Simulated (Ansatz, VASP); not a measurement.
**One calculation of Cu, two programs**

```
CELL_PARAMETERS angstrom
2.52059 0.00000 0.00000
-1.26030 2.18290 0.00000
0.00000 0.00000 4.28118
ATOMIC_POSITIONS crystal
Cu 0.33333 0.66667 0.25000
Cu 0.66667 0.33333 0.75000
```

Change from the starting cell: strain along c alone, the other axes held, atoms relaxed: +4.0 %.

Alike in both runs: task single point; functional PBEsol; k mesh 24 × 24 × 12; occupations gaussian, width 0.1 eV; no spin polarisation.

|  | VASP | Ansatz |
| --- | --- | --- |
| version | VASP 6.6.1 | Ansatz 0.2.0 |
| potentials or method | VASP PAW PBE potentials, release 64 (Cu), cutoff 520 eV | scalar-relativistic, plane waves, PAW |
| valence electrons in the cell | 22 | 38 |

|  | VASP | Ansatz | Ansatz less VASP |
| --- | --- | --- | --- |
| gap on the k mesh at the Fermi level (eV) | none | none | - |
| pressure (GPa) | -5.0 | -5.7 | -0.73 |
| traceless stress, the component that is largest in VASP (GPa) | -4.22 | -4.18 | +0.039 |

VASP's potentials were made for PBE, not for PBEsol. A gap of «none» marks a metal or a gap that the smearing closes. VASP's potentials hold 22 valence electrons a cell and Ansatz's 38, so a difference there can come from the potentials and not from the codes.
